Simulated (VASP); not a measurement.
# GaN (I-4m2) in VASP: single point with HSE06

Aim: the single point of GaN with HSE06.

All numbers are computed with VASP 6.6.1; they aren't measurements. Logs are shortened: lines on timing, memory, paths and dates and some standing lists are left out, and cuts for length are marked.

### Step 1. The cell of the first run

Symmetry: I-4m2, No. 119, tetragonal system. The conventional cell has a = 3.180 Å, b = 3.180 Å, c = 4.617 Å, α = 90.00°, β = 90.00°, γ = 90.00°. Within 2.6 Å of Ga (site symmetry -4m2) lie 4 N at 1.97 Å. Within 2.6 Å of N (site symmetry -4m2) lie 4 Ga at 1.97 Å.

### Step 2. Single point, HSE06 (uniaxial x strain +2.6%)

Contents of POSCAR:

```
GaN
1.0
    0.0000000000      2.2489525415      2.2489525415
    2.3085497839      0.0000000000      2.2489525415
    2.3085497839      2.2489525415      0.0000000000
Ga N
1 1
Direct
    0.0000000000      0.0000000000      0.0000000000
    0.2500000000      0.2500000000      0.2500000000
```

Contents of INCAR.step1:

```
PREC = Accurate ; ENCUT = 520
EDIFF = 1E-5 ; ISMEAR = 0
SIGMA = 0.01 ; LREAL = False
LASPH = True ; NELM = 80
ALGO = Normal ; ISIF = 2
LWAVE = True ; NBANDS = 16
GGA = PE
```

Contents of INCAR.step2:

```
PREC = Accurate ; ENCUT = 520
EDIFF = 1E-6 ; ISMEAR = 0
SIGMA = 0.01 ; LREAL = False
LASPH = True ; NELM = 80
ALGO = Normal ; ISIF = 2
LWAVE = False ; LCHARG = True
GGA = PE ; LHFCALC = True
HFSCREEN = 0.2079 ; PRECFOCK = Normal
LELF = True ; LVHAR = True
NBANDS = 16 ; ISTART = 1
```

Contents of KPOINTS:

```
Automatic mesh
0
Gamma
  6 6 6
```

Potentials or basis: VASP PAW PBE potentials, release 64 (Ga_d, N).

Command:

```sh
> cat potpaw_PBE.64/Ga_d/POTCAR potpaw_PBE.64/N/POTCAR > POTCAR
> cp INCAR.step1 INCAR
> mpirun -np 1 vasp_std > vasp.out
> cp INCAR.step2 INCAR
> mpirun -np 1 vasp_std > vasp.out
```

OUTCAR:

```text
PREC = Accurate
   ENCUT = 520
   EDIFF = 1E-6
   ISMEAR = 0
   LREAL = False
   LASPH = True
   NELM = 80
   ISIF = 2
   GGA = PE
   LHFCALC = True
   HFSCREEN = 0.2079
   PRECFOCK = Normal
   ISTART = 1

 ion  position               nearest neighbor table
   1  0.000  0.000  0.000-   2 1.97   2 1.97   2 1.97   2 1.97
   2  0.250  0.250  0.250-   1 1.97   1 1.97   1 1.97   1 1.97

  LATTYP: Found a body centered tetragonal cell.
 ALAT       =     3.1804991853
 C/A-ratio  =     1.4516902218

  Lattice vectors:

 A1 = (   2.3085497839,   0.0000000000,   2.2489525415)
 A2 = (   2.3085497839,   0.0000000000,  -2.2489525415)
 A3 = (  -2.3085497839,   2.2489525415,   0.0000000000)

Analysis of symmetry for initial positions (statically):
=====================================================================
 Subroutine PRICEL returns:
 Original cell was already a primitive cell.

 Routine SETGRP: Setting up the symmetry group for a
 body centered tetragonal supercell.

 Subroutine GETGRP returns: Found  8 space group operations
 (whereof  8 operations were pure point group operations)
 out of a pool of 16 trial point group operations.

The static configuration has the point symmetry D_2d.

Analysis of symmetry for dynamics (positions and initial velocities):
=====================================================================
 Subroutine PRICEL returns:
 Original cell was already a primitive cell.

 Routine SETGRP: Setting up the symmetry group for a
 body centered tetragonal supercell.

 Subroutine GETGRP returns: Found  8 space group operations
 (whereof  8 operations were pure point group operations)
 out of a pool of 16 trial point group operations.

The dynamic configuration has the point symmetry D_2d.

 Subroutine INISYM returns: Found  8 space group operations
 (whereof  8 operations are pure point group operations),
 and found     1 'primitive' translations

----------------------------------------------------------------------------------------

                                     Primitive cell

  volume of cell :      23.3523

  direct lattice vectors                    reciprocal lattice vectors
     0.000000000  2.248952542  2.248952542    -0.216586189  0.222325723  0.222325723
     2.308549784  0.000000000  2.248952542     0.216586189 -0.222325723  0.222325723
     2.308549784  2.248952542  0.000000000     0.216586189  0.222325723 -0.222325723
[... 90 lines left out ...]
   ISIF   =      2    stress and relaxation
   ISYM   =      3    0-nonsym 1-usesym 2-fastsym
   POTIM  = 0.5000    time-step for ionic-motion
   TEBEG  =    0.0;   TEEND  =   0.0 temperature during run
   PSTRESS=    0.0 pullay stress
   NELECT =      18.0000    total number of electrons
   NUPDOWN=      -1.0000    fix difference up-down
   EMIN   =  10.00;   EMAX   =-10.00  energy-range for DOS
   EFERMI =   0.00;   METHOD = LEGACY
   ISMEAR =     0;   SIGMA  =   0.01  broadening in eV -4-tet -1-fermi 0-gaus
   EFERMI_NEDOS =   21; number of points for ismear=-14 and -15
   IALGO  =     38    algorithm
   IMIX   =      1    mixing-type and parameters
     AMIX     =   0.40;   BMIX     =  1.00
     AMIX_MAG =   1.60;   BMIX_MAG =  1.00
  volume/ion in A,a.u.               =      11.68        78.79
  Fermi-wavevector in a.u.,A,eV,Ry     =   1.501029  2.836533 30.655121  2.253088
  Thomas-Fermi vector in A             =   2.612453
   LORBIT       =      0    0 simple, 1 ext, 2 COOP (PROOUT), +10 PAW based schemes
   GGA     = PE    functional components
   LHFCALC =     T    Hartree Fock is set to
   PRECFOCK=normal    Normal, Fast or Accurate (Low or Medium for compatibility)
   ENCUT4O =  -1.0   cutoff for four orbital integrals eV
   NKREDX  =     1    reduce k-point grid by
   NKREDY  =     1    reduce k-point grid by
   NKREDZ  =     1    reduce k-point grid by
   AEXX    =    0.2500 exact exchange contribution
   HFSCREEN=    0.2079 screening length (either q_TF or 0.3 A-1)
   HFSCREENC=   0.2079 screening length for correlation (either q_TF or 0.3 A-1)
   ENCUTFOCK=  -1.0 apply spherical cutoff to Coloumb kernel
   IVDW    =     0    specifies the selected vdW correction
   LEPSILON=     F    determine dielectric tensor
   LRPA    =     F    only Hartree local field effects (RPA)
 non-spin polarized calculation
 Gauss-broadening in eV      SIGMA  =   0.01
  energy-cutoff  :      520.00
  volume of cell :       23.35
 maximum number of plane-waves:       640
  NGX = 18; NGY = 18; NGZ = 18

 number of electron      17.9999994 magnetization

 Free energy of the ion-electron system (eV)
  ---------------------------------------------------
  ext. energy  EPLUGINS =         0.00000000
  ---------------------------------------------------
  free energy    TOTEN  =       -14.72403189 eV

  energy without entropy =      -14.72403189  energy(sigma->0) =      -14.72403189

 E-fermi :   4.4163     XC(G=0):  -9.4805

 val. band max:        4.2968735113   @ k =   0.0000   0.0000   0.0000
 cond. band min:       7.0783541624   @ k =   0.0000   0.0000   0.0000
 fundamental gap:      2.7814806511
 Fermi energy:         4.4162880828

 k-point     1 :       0.0000    0.0000    0.0000
  band No.  band energies     occupation
      1     -13.0114      2.00000
      2     -11.3390      2.00000
      3     -11.3132      2.00000
      4     -11.3132      2.00000
      5     -11.0260      2.00000
      6     -11.0245      2.00000
[... 433 lines left out ...]
      3     -11.1531      2.00000
      4     -11.0580      2.00000
      5     -11.0002      2.00000
      6      -8.7702      2.00000
[... 8 lines left out ...]
     15      24.5747      0.00000
     16      28.8414      0.00000

 [... further k-points ...]

------------------------ aborting loop because EDIFF is reached ----------------------------------------

  FORCE on cell =-STRESS in cart. coord.  units (eV):
  Direction    XX          YY          ZZ          XY          YZ          ZX
  --------------------------------------------------------------------------------------
  -------------------------------------------------------------------------------------
  Total       -1.0956607     -0.5430945     -0.5430945     -0.0000000      0.0000000      0.0000000
  in kB      -75.1721264    -37.2611403    -37.2611403     -0.0000000      0.0000000      0.0000000
  external PRESSURE =     -49.8981357 kB  Pullay stress =       0.0000000 kB

 VOLUME and BASIS-vectors are now :
 -----------------------------------------------------------------------------
  energy-cutoff  :      520.00
  volume of cell :       23.35
      direct lattice vectors                 reciprocal lattice vectors
     0.000000000  2.248952542  2.248952542    -0.216586189  0.222325723  0.222325723
     2.308549784  0.000000000  2.248952542     0.216586189 -0.222325723  0.222325723
     2.308549784  2.248952542  0.000000000     0.216586189  0.222325723 -0.222325723

 POSITION                                       TOTAL-FORCE (eV/Angst)
 -----------------------------------------------------------------------------------
      0.00000      0.00000      0.00000         0.000000     -0.000000     -0.000000
      1.15427      1.12448      1.12448        -0.000000      0.000000      0.000000
 -----------------------------------------------------------------------------------
    total drift:                               -0.000002      0.000001      0.000001

  FREE ENERGIE OF THE ION-ELECTRON SYSTEM (eV)
  ---------------------------------------------------
  free  energy   TOTEN  =       -14.7240318905 eV

  energy  without entropy=      -14.7240318905  energy(sigma->0) =      -14.72403189
```

OSZICAR.step1:

```text
N       E                     dE             d eps       ncg     rms          rms(c)
DAV:   1     0.830745972562E+02    0.83075E+02   -0.94222E+03  1056   0.202E+03
DAV:   2    -0.820390795089E+01   -0.91279E+02   -0.84455E+02  1096   0.326E+02
DAV:   3    -0.140526711312E+02   -0.58488E+01   -0.58253E+01  1208   0.702E+01
DAV:   4    -0.141157062372E+02   -0.63035E-01   -0.63031E-01  1152   0.796E+00
DAV:   5    -0.141166430715E+02   -0.93683E-03   -0.93683E-03  1216   0.874E-01    0.765E+00
DAV:   6    -0.121454320236E+02    0.19712E+01   -0.49601E+00  1448   0.391E+01    0.269E+00
DAV:   7    -0.121515366962E+02   -0.61047E-02   -0.30764E-01  1080   0.662E+00    0.176E+00
DAV:   8    -0.121477432393E+02    0.37935E-02   -0.60767E-02  1136   0.318E+00    0.809E-01
DAV:   9    -0.121434999351E+02    0.42433E-02   -0.13739E-02  1440   0.260E+00    0.213E-01
DAV:  10    -0.121438856451E+02   -0.38571E-03   -0.14372E-03  1120   0.499E-01    0.109E-01
DAV:  11    -0.121437954930E+02    0.90152E-04   -0.25231E-04  1432   0.242E-01    0.780E-03
DAV:  12    -0.121438002759E+02   -0.47829E-05   -0.28592E-05  1120   0.483E-02
   1 F= -.12143800E+02 E0= -.12143800E+02  d E =-.317247E-95
```

Run time: 46 min. Hardware: 1 thread of Intel Xeon 8259CL, shared host; peak memory 0.26 GiB.

What came out:

* Free energy: -14.7240 eV
* Pressure: -5.0 GPa
* Band gap on the k mesh: 2.78 eV

Stress tensor (GPa, compression positive):
```
-7.52  0.00  0.00
 0.00 -3.73  0.00
 0.00  0.00 -3.73
```

Caveat: the cell differs from its parent crystal (uniaxial x strain +2.6%); the cell stands under tension; the structure was generated, so it needn't be the stable form of GaN; the PAW data sets were made with another functional, which shifts forces and pressure a little.
